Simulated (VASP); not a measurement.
Wanted: the native input for a VASP 6.6.1 run.

| Item | Value |
| --- | --- |
| Task | single point |
| Functional | PBE |
| Potentials or basis | VASP PAW PBE potentials, release 64 (Rb_sv, Br) |
| Cutoff | 520 eV |
| k mesh | 6 × 6 × 4 |
| Occupations | gaussian, width 0.01 eV |
| Spin | no spin polarisation |
| Dipole correction | no |
| Further INCAR settings | ALGO = Normal; EDIFF = 1e-07; NBANDS = 24 |

The structure of RbBr lies in POSCAR:

```
RbBr
1.0
    5.8901392171      0.0000000000      0.0000000000
   -2.9450696086      5.1010101938      0.0000000000
    0.0000000000      0.0000000000      6.8703327493
Rb Br
2 2
Direct
    0.3333333333      0.6666666667     -0.0625000000
    0.6666666667      0.3333333333      0.4375000000
    0.3333333333      0.6666666667      0.4375000000
    0.6666666667      0.3333333333      0.9375000000
```

These files were run (other wordings do the same):

INCAR

```
SYSTEM = RbBr
PREC = Accurate ; ENCUT = 520
EDIFF = 1E-7 ; ISMEAR = 0
SIGMA = 0.01 ; LREAL = .False.
LASPH = .True. ; NELM = 100
ALGO = Normal ; ISIF = 2
LWAVE = .False. ; LCHARG = .False.
GGA = PE ; NBANDS = 24
```

KPOINTS

```
regular mesh
0
Gamma
  6 6 4
  0 0 0
```

Potentials or basis: VASP PAW PBE potentials, release 64 (Rb_sv, Br).

Launch:

```sh
$ cat potpaw_PBE.64/Rb_sv/POTCAR potpaw_PBE.64/Br/POTCAR > POTCAR
$ mpirun -np 1 vasp_std > vasp.out
```

Results of the run:

| Quantity | Value |
| --- | --- |
| Pressure | 0.3 GPa |
| Band gap on the k mesh | 4.06 eV |

Caveat: the structure was generated, so it needn't be the stable form of RbBr.

Wall time 3.6 min on 1 thread of Oxide Virtual Turin-like Processor, on a shared host, peak memory 0.34 GiB.
